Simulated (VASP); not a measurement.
Set up this calculation in VASP 6.6.1, as the native input.

* Task: single point
* Functional: PBEsol
* Potentials or basis: VASP PAW PBE potentials, release 64 (Zr_sv, O)
* Cutoff: 520 eV
* k mesh: 6 × 6 × 4
* Occupations: gaussian, width 0.1 eV
* Spin: no spin polarisation
* Dipole correction: no
* Further INCAR settings: ALGO = Normal; EDIFF = 1e-06; NBANDS = 52

The structure of Zr3O lies in POSCAR:

```
Zr3O
1.0
    5.6499863591      0.0000000000      0.0000000000
   -2.8249931796      4.8930317180      0.0000000000
    0.0000000000      0.0000000000      5.1939135500
Zr O
6 2
Direct
    0.0000000000      0.6605668500      0.5000000000
    0.0000000000      0.3394331500      0.0000000000
    0.6605668500      0.6605668500      0.0000000000
    0.6605668500      0.0000000000      0.5000000000
    0.3394331500      0.3394331500      0.5000000000
    0.3394331500      0.0000000000      0.0000000000
    0.6666666700      0.3333333300      0.7500000000
    0.3333333300      0.6666666700      0.2500000000
```

One way to write it, as run:

INCAR

```
ALGO = Normal
EDIFF = 1E-6
ENCUT = 520
GGA = PS
ISIF = 2
ISMEAR = 0
LASPH = True
LCHARG = False
LREAL = False
LWAVE = False
NBANDS = 52
NELM = 100
PREC = Accurate
SIGMA = 0.1
```

KPOINTS

```
k-points
0
Gamma
  6 6 4
```

Potentials or basis: VASP PAW PBE potentials, release 64 (Zr_sv, O).

Run with:

```console
$ cat potpaw_PBE.64/Zr_sv/POTCAR potpaw_PBE.64/O/POTCAR > POTCAR
$ mpirun -np 1 vasp_std > vasp.out
```

It gave:

| Item | Value |
| --- | --- |
| Pressure | -4.2 GPa |
| Largest force | 0.098 eV/Å |
| Band gap on the k mesh | zero (bands 42 and 43 overlap by 0.81 eV) |

Caveat: the cell stands under tension; the PAW data sets were made with another functional, which shifts forces and pressure a little.

Run time: 100 s on 1 thread of Intel(R) Xeon(R) 6975P-C (Granite Rapids), with other jobs on the host, peak memory 0.3 GiB.
